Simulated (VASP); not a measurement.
# AlN (P6_3/mmc) in VASP: further runs, part 2 of 2

VASP 6.6.1.

## (5) Single point, PBE

This run uses another cell than the first one, of 9.20 Å³/atom, 1.025 times its volume.

Input file INCAR:

```
SYSTEM = AlN
ALGO = Normal ; EDIFF = 1E-6
ENCUT = 520 ; GGA = PE
ISIF = 2 ; ISMEAR = 0
LASPH = .True. ; LCHARG = .True.
LELF = .True. ; LREAL = .False.
LVHAR = .True. ; LWAVE = .False.
NBANDS = 16 ; NELM = 80
PREC = Accurate ; SIGMA = 0.05
```

Input file KPOINTS:

```
k-points
0
Gamma
  9 9 6
  0 0 0
```

Input file POSCAR:

```
AlN
1.0
    3.3963000000      0.0000000000      0.0000000000
   -1.6981500000      2.9412820789      0.0000000000
    0.0000000000      0.0000000000      3.6851000000
Al N
2 2
Direct
    0.3333333333      0.6666666667      0.7500000000
    0.6666666667      0.3333333333      0.2500000000
    0.3333333333      0.6666666667      0.2500000000
    0.6666666667      0.3333333333      0.7500000000
```

Potentials or basis: VASP PAW PBE potentials, release 64 (Al, N).

Started as:

```console
> cat potpaw_PBE.64/Al/POTCAR potpaw_PBE.64/N/POTCAR > POTCAR
> mpirun -np 1 vasp_std > vasp.out
```

OUTCAR:

```text
SYSTEM = AlN
   EDIFF = 1E-6
   ENCUT = 520
   GGA = PE
   ISIF = 2
   ISMEAR = 0
   LASPH = .True.
   LREAL = .False.
   NELM = 80
   PREC = Accurate

 ion  position               nearest neighbor table
   1  0.333  0.667  0.750-   3 1.84   3 1.84   4 1.96   4 1.96   4 1.96   2 2.69   2 2.69   2 2.69
                             2 2.69   2 2.69   2 2.69
   2  0.667  0.333  0.250-   4 1.84   4 1.84   3 1.96   3 1.96   3 1.96   1 2.69   1 2.69   1 2.69
                             1 2.69   1 2.69   1 2.69
   3  0.333  0.667  0.250-   1 1.84   1 1.84   2 1.96   2 1.96   2 1.96
   4  0.667  0.333  0.750-   2 1.84   2 1.84   1 1.96   1 1.96   1 1.96

  LATTYP: Found a hexagonal cell.
 ALAT       =     3.3963000000
 C/A-ratio  =     1.0850337132

  Lattice vectors:

 A1 = (   3.3963000000,   0.0000000000,   0.0000000000)
 A2 = (  -1.6981500000,   2.9412820789,   0.0000000000)
 A3 = (   0.0000000000,   0.0000000000,   3.6851000000)

Analysis of symmetry for initial positions (statically):
=====================================================================
 Subroutine PRICEL returns:
 Original cell was already a primitive cell.

 Routine SETGRP: Setting up the symmetry group for a
 hexagonal supercell.

 Subroutine GETGRP returns: Found 24 space group operations
 (whereof 12 operations were pure point group operations)
 out of a pool of 24 trial point group operations.

The static configuration has the point symmetry D_3d.
 The point group associated with its full space group is D_6h.

Analysis of symmetry for dynamics (positions and initial velocities):
=====================================================================
 Subroutine PRICEL returns:
 Original cell was already a primitive cell.

 Routine SETGRP: Setting up the symmetry group for a
 hexagonal supercell.

 Subroutine GETGRP returns: Found 24 space group operations
 (whereof 12 operations were pure point group operations)
 out of a pool of 24 trial point group operations.

[... 121 lines left out ...]
   EFERMI_NEDOS =   21; number of points for ismear=-14 and -15
   IALGO  =     38    algorithm
   IMIX   =      4    mixing-type and parameters
     AMIX     =   0.40;   BMIX     =  1.00
     AMIX_MAG =   1.60;   BMIX_MAG =  1.00
  volume/ion in A,a.u.               =       9.20        62.11
  Fermi-wavevector in a.u.,A,eV,Ry     =   1.240083  2.343417 20.923126  1.537806
  Thomas-Fermi vector in A             =   2.374539
   LORBIT       =      0    0 simple, 1 ext, 2 COOP (PROOUT), +10 PAW based schemes
   GGA     = PE    functional components
   LHFCALC =     F    Hartree Fock is set to
   AEXX    =    0.0000 exact exchange contribution
   IVDW    =     0    specifies the selected vdW correction
   LEPSILON=     F    determine dielectric tensor
   LRPA    =     F    only Hartree local field effects (RPA)
 non-spin polarized calculation
 Gauss-broadening in eV      SIGMA  =   0.05
  energy-cutoff  :      520.00
  volume of cell :       36.81
 maximum number of plane-waves:      1010
 NGX is ok and might be reduce to    28
   NGX = 13   NGY = 13   NGZ = 13

 number of electron      15.9999996 magnetization

 Free energy of the ion-electron system (eV)
  ---------------------------------------------------
  ext. energy  EPLUGINS =         0.00000000
  ---------------------------------------------------
  free energy    TOTEN  =       -28.64509019 eV

  energy without entropy =      -28.64509019  energy(sigma->0) =      -28.64509019

 E-fermi :   8.3655     XC(G=0): -11.4548

 val. band max:        8.0499596833   @ k =   0.3333   0.3333   0.5000
 cond. band min:      12.1689723719   @ k =   0.0000   0.0000   0.0000
 fundamental gap:      4.1190126887
 Fermi energy:         8.3654956776

 k-point     1 :       0.0000    0.0000    0.0000
  band No.  band energies     occupation
      1      -8.7399      2.00000
      2      -4.0468      2.00000
      3       1.8682      2.00000
      4       4.6951      2.00000
      5       4.6951      2.00000
      6       7.2376      2.00000
[... 433 lines left out ...]
      3       1.6607      2.00000
      4       2.9920      2.00000
      5       2.9920      2.00000
      6       6.3258      2.00000
[... 8 lines left out ...]
     15      21.0956      0.00000
     16      23.3782      0.00000

 [... further k-points ...]
[... 5 lines left out ...]
  --------------------------------------------------------------------------------------
  -------------------------------------------------------------------------------------
  Total        1.7204541      1.7204541     13.6349724      0.0000000      0.0000000      0.0000000
  in kB       74.8792802     74.8792802    593.4345748      0.0000000      0.0000000      0.0000000
  external PRESSURE =     247.7310451 kB  Pullay stress =       0.0000000 kB

 VOLUME and BASIS-vectors are now :
 -----------------------------------------------------------------------------
  energy-cutoff  :      520.00
  volume of cell :       36.81
      direct lattice vectors                 reciprocal lattice vectors
     3.396300000  0.000000000  0.000000000     0.294438065  0.169993896  0.000000000
    -1.698150000  2.941282079  0.000000000     0.000000000  0.339987792  0.000000000
     0.000000000  0.000000000  3.685100000     0.000000000  0.000000000  0.271363057

 POSITION                                       TOTAL-FORCE (eV/Angst)
 -----------------------------------------------------------------------------------
     -0.00000      1.96085      2.76382        -0.000000      0.000000      0.000000
      1.69815      0.98043      0.92127         0.000000     -0.000000      0.000000
     -0.00000      1.96085      0.92127        -0.000000      0.000000      0.000000
      1.69815      0.98043      2.76382         0.000000      0.000000      0.000000
 -----------------------------------------------------------------------------------
    total drift:                                0.000000     -0.000000      0.000000

  FREE ENERGIE OF THE ION-ELECTRON SYSTEM (eV)
  ---------------------------------------------------
  free  energy   TOTEN  =       -28.6450901948 eV

  energy  without entropy=      -28.6450901948  energy(sigma->0) =      -28.64509019
```

Wall time 12 s (1 thread of Intel Xeon 6975P-C (Granite Rapids), shared host); peak memory 0.16 GiB.

Results:

```yaml
Free_energy: -28.6451 eV
Pressure: 24.8 GPa
Band_gap_on_the_k_mesh: 4.12 eV, indirect (least direct gap 4.15 eV)
```

A k mesh can miss the band edges. Expect the measured gap to be larger: semilocal functionals such as PBE lack the derivative discontinuity.

## (6) Single point, PBE

This run uses another cell than the first one, of 9.36 Å³/atom, 1.042 times its volume.

Input file INCAR:

```
SYSTEM = AlN
ALGO     = Normal         ! electronic algorithm
EDIFF    = 1E-7           ! SCF threshold, eV
ENCUT    = 520            ! plane-wave cutoff, eV
GGA      = PE             ! functional
ISIF     = 2              ! what is computed and relaxed
ISMEAR   = 0              ! smearing method
LASPH    = .True.         ! aspherical terms in the spheres
LCHARG   = .False.        ! write CHGCAR
LREAL    = .False.        ! projectors in reciprocal space
LWAVE    = .False.        ! write WAVECAR
NBANDS   = 16             ! bands
NELM     = 60             ! most SCF steps
PREC     = Accurate       ! precision mode
SIGMA    = 0.05           ! smearing width, eV
```

KPOINTS is that of step 5.

Input file POSCAR:

```
AlN
1.0
    3.3134793403      0.0000000000      0.0000000000
   -1.6567396702      2.8695572836      0.0000000000
    0.0000000000      0.0000000000      3.9363000000
Al N
2 2
Direct
    0.3333333333      0.6666666667      0.7500000000
    0.6666666667      0.3333333333      0.2500000000
    0.3333333333      0.6666666667      0.2500000000
    0.6666666667      0.3333333333      0.7500000000
```

Potentials or basis: VASP PAW PBE potentials, release 64 (Al, N).

Started as:

```console
> cat potpaw_PBE.64/Al/POTCAR potpaw_PBE.64/N/POTCAR > POTCAR
> mpirun -np 1 vasp_std > vasp.out
```

OUTCAR:

```text
SYSTEM = AlN
   EDIFF = 1E-7
   ENCUT = 520
   GGA = PE
   ISIF = 2
   ISMEAR = 0
   LASPH = .True.
   LREAL = .False.
   NELM = 60
   PREC = Accurate

 ion  position               nearest neighbor table
   1  0.333  0.667  0.750-   4 1.91   4 1.91   4 1.91   3 1.97   3 1.97   2 2.74   2 2.74   2 2.74
                             2 2.74   2 2.74   2 2.74
   2  0.667  0.333  0.250-   3 1.91   3 1.91   3 1.91   4 1.97   4 1.97   1 2.74   1 2.74   1 2.74
                             1 2.74   1 2.74   1 2.74
   3  0.333  0.667  0.250-   2 1.91   2 1.91   2 1.91   1 1.97   1 1.97
   4  0.667  0.333  0.750-   1 1.91   1 1.91   1 1.91   2 1.97   2 1.97

  LATTYP: Found a hexagonal cell.
 ALAT       =     3.3134793403
 C/A-ratio  =     1.1879657592

  Lattice vectors:

 A1 = (   3.3134793403,   0.0000000000,   0.0000000000)
 A2 = (  -1.6567396702,   2.8695572836,   0.0000000000)
 A3 = (   0.0000000000,   0.0000000000,   3.9363000000)

Analysis of symmetry for initial positions (statically):
=====================================================================
 Subroutine PRICEL returns:
 Original cell was already a primitive cell.

 Routine SETGRP: Setting up the symmetry group for a
 hexagonal supercell.

 Subroutine GETGRP returns: Found 24 space group operations
 (whereof 12 operations were pure point group operations)
 out of a pool of 24 trial point group operations.

The static configuration has the point symmetry D_3d.
 The point group associated with its full space group is D_6h.

Analysis of symmetry for dynamics (positions and initial velocities):
=====================================================================
 Subroutine PRICEL returns:
 Original cell was already a primitive cell.

 Routine SETGRP: Setting up the symmetry group for a
 hexagonal supercell.

 Subroutine GETGRP returns: Found 24 space group operations
 (whereof 12 operations were pure point group operations)
 out of a pool of 24 trial point group operations.

The dynamic configuration has the point symmetry D_3d.
 The point group associated with its full space group is D_6h.

 Subroutine INISYM returns: Found 24 space group operations
 (whereof 12 operations are pure point group operations),
 and found     1 'primitive' translations

----------------------------------------------------------------------------------------

                                     Primitive cell

  volume of cell :      37.4272

  direct lattice vectors                    reciprocal lattice vectors
     3.313479340  0.000000000  0.000000000     0.301797566  0.174242906  0.000000000
    -1.656739670  2.869557284  0.000000000     0.000000000  0.348485812  0.000000000
     0.000000000  0.000000000  3.936300000     0.000000000  0.000000000  0.254045677

  length of vectors
     3.313479340  3.313479340  3.936300000     0.348485812  0.348485812  0.254045677

  position of ions in fractional coordinates (direct lattice)
     0.333333333  0.666666667  0.750000000
     0.666666667  0.333333333  0.250000000
     0.333333333  0.666666667  0.250000000
     0.666666667  0.333333333  0.750000000

  ion indices of the primitive-cell ions
   primitive index   ion index
                 1           1
                 2           2
                 3           3
                 4           4

[... 21 lines left out ...]
 Subroutine IBZKPT returns following result:
 ===========================================

 Found     48 irreducible k-points:

 Following reciprocal coordinates:
            Coordinates               Weight
  0.000000  0.000000  0.000000      1.000000
  0.111111  0.000000  0.000000      6.000000
  0.222222  0.000000  0.000000      6.000000
  0.333333  0.000000  0.000000      6.000000
  0.444444  0.000000  0.000000      6.000000
  0.111111  0.111111  0.000000      6.000000
[... 16 lines left out ...]
  0.333333  0.222222  0.166667     24.000000
  0.333333  0.333333  0.166667      4.000000
 [... further k-points ...]
   k-points           NKPTS =     48   k-points in BZ     NKDIM =     48   number of bands    NBANDS=     16
   number of dos      NEDOS =    301   number of ions     NIONS =      4
   total plane-waves  NPLWV =  23520
   dimension x,y,z NGX =    28 NGY =   28 NGZ =   30
   dimension x,y,z NGXF=    56 NGYF=   56 NGZF=   60
   ions per type =               2   2
   NGX,Y,Z   is equivalent  to a cutoff of  14.05, 14.05, 12.67 a.u.
   NGXF,Y,Z  is equivalent  to a cutoff of  28.10, 28.10, 25.34 a.u.
 SYSTEM =  AlN
   PREC   = accura    normal or accurate (medium, high low for compatibility)
   ISTART =      0    job   : 0-new  1-cont  2-samecut
   ICHARG =      2    charge: 1-file 2-atom 10-const
   ISPIN  =      1    spin polarized calculation?
   LNONCOLLINEAR =      F non collinear calculations
   LSORBIT =      F    spin-orbit coupling
   LASPH  =      T    aspherical Exc in radial PAW
   ENCUT  =  520.0 eV  38.22 Ry    6.18 a.u.   6.16  6.16  7.32*2*pi/ulx,y,z
   NELM   =     60;   NELMIN=  2; NELMDL= -5     # of ELM steps
   EDIFF  = 0.1E-06   stopping-criterion for ELM
   LREAL  =      F    real-space projection
   EDIFFG = 0.1E-05   stopping-criterion for IOM
   NSW    =      0    number of steps for IOM
   IBRION =     -1    ionic relax: 0-MD 1-quasi-New 2-CG
   NFREE  =      0    steps in history (QN), initial steepest desc. (CG)
   ISIF   =      2    stress and relaxation
   ISYM   =      2    0-nonsym 1-usesym 2-fastsym
   POTIM  = 0.5000    time-step for ionic-motion
   TEBEG  =    0.0;   TEEND  =   0.0 temperature during run
   PSTRESS=    0.0 pullay stress
   NELECT =      16.0000    total number of electrons
   NUPDOWN=      -1.0000    fix difference up-down
   EMIN   =  10.00;   EMAX   =-10.00  energy-range for DOS
   EFERMI =   0.00;   METHOD = LEGACY
   ISMEAR =     0;   SIGMA  =   0.05  broadening in eV -4-tet -1-fermi 0-gaus
   EFERMI_NEDOS =   21; number of points for ismear=-14 and -15
   IALGO  =     38    algorithm
   IMIX   =      4    mixing-type and parameters
     AMIX     =   0.40;   BMIX     =  1.00
     AMIX_MAG =   1.60;   BMIX_MAG =  1.00
  volume/ion in A,a.u.               =       9.36        63.14
  Fermi-wavevector in a.u.,A,eV,Ry     =   1.233254  2.330511 20.693295  1.520914
  Thomas-Fermi vector in A             =   2.367991
   LORBIT       =      0    0 simple, 1 ext, 2 COOP (PROOUT), +10 PAW based schemes
   GGA     = PE    functional components
   LHFCALC =     F    Hartree Fock is set to
   AEXX    =    0.0000 exact exchange contribution
   IVDW    =     0    specifies the selected vdW correction
   LEPSILON=     F    determine dielectric tensor
   LRPA    =     F    only Hartree local field effects (RPA)
 non-spin polarized calculation
 Gauss-broadening in eV      SIGMA  =   0.05
  energy-cutoff  :      520.00
  volume of cell :       37.43
 maximum number of plane-waves:      1020
 NGX is ok and might be reduce to    28
   NGX = 13   NGY = 13   NGZ = 15

 number of electron      15.9999999 magnetization

 Free energy of the ion-electron system (eV)
  ---------------------------------------------------
  ext. energy  EPLUGINS =         0.00000000
  ---------------------------------------------------
  free energy    TOTEN  =       -29.16160354 eV

  energy without entropy =      -29.16160354  energy(sigma->0) =      -29.16160354

 E-fermi :   8.5538     XC(G=0): -11.4200

 val. band max:        8.3571116083   @ k =   0.0000   0.0000   0.0000
 cond. band min:      12.2215809477   @ k =   0.0000   0.0000   0.0000
 fundamental gap:      3.8644693393
 Fermi energy:         8.5538302171

 k-point     1 :       0.0000    0.0000    0.0000
  band No.  band energies     occupation
      1      -8.6746      2.00000
      2      -4.4241      2.00000
      3       1.5365      2.00000
      4       4.9671      2.00000
      5       4.9671      2.00000
      6       7.0160      2.00000
[... 433 lines left out ...]
      3       1.7020      2.00000
      4       2.8804      2.00000
      5       2.8804      2.00000
      6       5.8693      2.00000
[... 8 lines left out ...]
     15      20.3962      0.00000
     16      22.6077      0.00000

 [... further k-points ...]
[... 5 lines left out ...]
  --------------------------------------------------------------------------------------
  -------------------------------------------------------------------------------------
  Total        2.0963432      2.0963432      5.5655631     -0.0000000      0.0000000      0.0000000
  in kB       89.7399057     89.7399057    238.2496844     -0.0000000      0.0000000      0.0000000
  external PRESSURE =     139.2431653 kB  Pullay stress =       0.0000000 kB

 VOLUME and BASIS-vectors are now :
 -----------------------------------------------------------------------------
  energy-cutoff  :      520.00
  volume of cell :       37.43
      direct lattice vectors                 reciprocal lattice vectors
     3.313479340  0.000000000  0.000000000     0.301797566  0.174242906  0.000000000
    -1.656739670  2.869557284  0.000000000     0.000000000  0.348485812  0.000000000
     0.000000000  0.000000000  3.936300000     0.000000000  0.000000000  0.254045677

 POSITION                                       TOTAL-FORCE (eV/Angst)
 -----------------------------------------------------------------------------------
     -0.00000      1.91304      2.95223        -0.000000      0.000000      0.000000
      1.65674      0.95652      0.98408         0.000000     -0.000000      0.000000
     -0.00000      1.91304      0.98408        -0.000000      0.000000      0.000000
      1.65674      0.95652      2.95223         0.000000     -0.000000      0.000000
 -----------------------------------------------------------------------------------
    total drift:                               -0.000000      0.000000     -0.000000

  FREE ENERGIE OF THE ION-ELECTRON SYSTEM (eV)
  ---------------------------------------------------
  free  energy   TOTEN  =       -29.1616035397 eV

  energy  without entropy=      -29.1616035397  energy(sigma->0) =      -29.16160354
```

Run time: 13 s. Hardware: 1 thread of Intel Xeon 6975P-C (Granite Rapids), shared host; peak memory 0.16 GiB.

What came out:

```yaml
Free_energy: -29.1616 eV
Pressure: 13.9 GPa
Band_gap_on_the_k_mesh: 3.86 eV, direct
```

Stress tensor (GPa, compression positive):
```
 8.97  0.00  0.00
 0.00  8.97  0.00
 0.00  0.00 23.82
```

Levels at points of the mesh, in eV from the valence-band top:
```
           k point  band 6  band 7  band 8  band 9  band 10  band 11
(0.00, 0.00, 0.00)   -1.34   -1.34    0.00    3.86     4.98     8.53
(0.00, 0.00, 0.50)   -2.41   -2.41   -2.41    6.23     6.23     8.56
```

## (7) The runs side by side

```tsv
cell	gap on the mesh (eV)	pressure (GPa)
a = 3.355, b = 3.355, c = 3.685 Å, angles 90.0, 90.0, 120.0°, 4 atoms	4.25	30.9
a = 3.272, b = 3.272, c = 3.936 Å, angles 90.0, 90.0, 120.0°, 4 atoms	4.01	20.6
a = 3.189, b = 3.189, c = 4.062 Å, angles 90.0, 90.0, 120.0°, 4 atoms	4.05	27.4
a = 3.396, b = 3.396, c = 3.685 Å, angles 90.0, 90.0, 120.0°, 4 atoms	4.12	24.8
a = 3.313, b = 3.313, c = 3.936 Å, angles 90.0, 90.0, 120.0°, 4 atoms	3.86	13.9
```

Alike in all rows: task single point; level PBE; potentials or basis VASP PAW PBE potentials, release 64 (Al, N); no spin polarisation; k mesh 9 × 9 × 6; cutoff (eV) 520; smearing gaussian 0.05 eV.

Total energies depend on the potentials used, so only differences within one code and one set of settings carry meaning.
